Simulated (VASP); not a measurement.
A run of VASP 6.6.1:

The input INCAR:

```
SYSTEM = Zn
PREC = Accurate
ENCUT = 600
EDIFF = 1E-6
ISMEAR = 1
SIGMA = 0.1
LREAL = .FALSE.
LASPH = .TRUE.
NELM = 60
ALGO = Normal
ISIF = 3
LWAVE = .FALSE.
LCHARG = .FALSE.
GGA = PE
IBRION = 2
NSW = 80
EDIFFG = -0.02
```

File KPOINTS:

```
regular mesh
0
G
  8 8 5
  0 0 0
```

File POSCAR:

```
Zn
1.0
    2.7520268212      0.0000000000      0.0000000000
   -1.3760134106      2.3833251391      0.0000000000
    0.0000000000      0.0000000000      4.5343120736
Zn
2
Direct
    0.3333333333      0.6666666667      0.2500000000
    0.6666666667      0.3333333333      0.7500000000
```

Potentials or basis: VASP PAW PBE potentials, release 64 (Zn).

Launch:

```bash
$ cat potpaw_PBE.64/Zn/POTCAR > POTCAR
$ mpirun -np 1 vasp_std > vasp.out
```

Hardware: 1 thread of AMD EPYC 7R43 64-Core Processor (Zen 3), on a shared host.

**Question.** How long does it take, and how much memory?

**Answer.** Wall time 33 s on 1 thread of AMD EPYC 7R43 64-Core Processor (Zen 3) (shared host), peak memory 0.12 GiB. Counts: scf iterations 17, k points 30, ion steps 2.
